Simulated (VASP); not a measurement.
HfN:

```xyz
2
Lattice="3.1905 0.0000 0.0000 1.5952 2.7630 0.0000 1.5952 0.9210 2.6050" Properties=species:S:1:pos:R:3 pbc="T T T"
Hf    0.0000    0.0000    0.0000
N     3.1905    1.8420    1.3025
```

- Program: VASP 6.6.1
- Task: relaxation of cell and atoms
- Functional: PBEsol
- Potentials or basis: VASP PAW PBE potentials, release 64 (Hf_pv, N)
- Cutoff: 600 eV
- k mesh: 10 × 10 × 10
- Occupations: methfessel-paxton, width 0.1 eV
- Spin: no spin polarisation

At the start: pressure -4.2 GPa; volume 11.48 Å³/atom.

Problem. How do energy, volume and symmetry change on relaxing?

Solution. Over 3 steps the energy falls by 2.2 meV/atom and the volume is 11.31 Å³/atom (-1.5 %); space group Fm-3m (No. 225, to 0.05 Å).

Step by step:
| step | energy change (eV) | largest force (eV/Å) | pressure (GPa) | volume (Å³) |
| --- | --- | --- | --- | --- |
| 1 | 0.0000 | 0.0000 | -4.19 | 22.96 |
| 2 | 0.0132 | 0.0000 | 9.01 | 21.98 |
| 3 | -0.0045 | 0.0000 | -0.03 | 22.63 |

Final structure:
```cif
data_structure
_symmetry_space_group_name_H-M 'P 1'
_symmetry_Int_Tables_number 1
_cell_length_a 3.1748
_cell_length_b 3.1748
_cell_length_c 3.1748
_cell_angle_alpha 60.000
_cell_angle_beta 60.000
_cell_angle_gamma 60.000
_cell_volume 22.63
loop_
_atom_site_label
_atom_site_type_symbol
_atom_site_fract_x
_atom_site_fract_y
_atom_site_fract_z
_atom_site_occupancy
Hf1 Hf 0.00000 0.00000 0.00000 1
N1 N 0.50000 0.50000 0.50000 1
```

Caveat: the PAW data sets were made with another functional, which shifts forces and pressure a little.
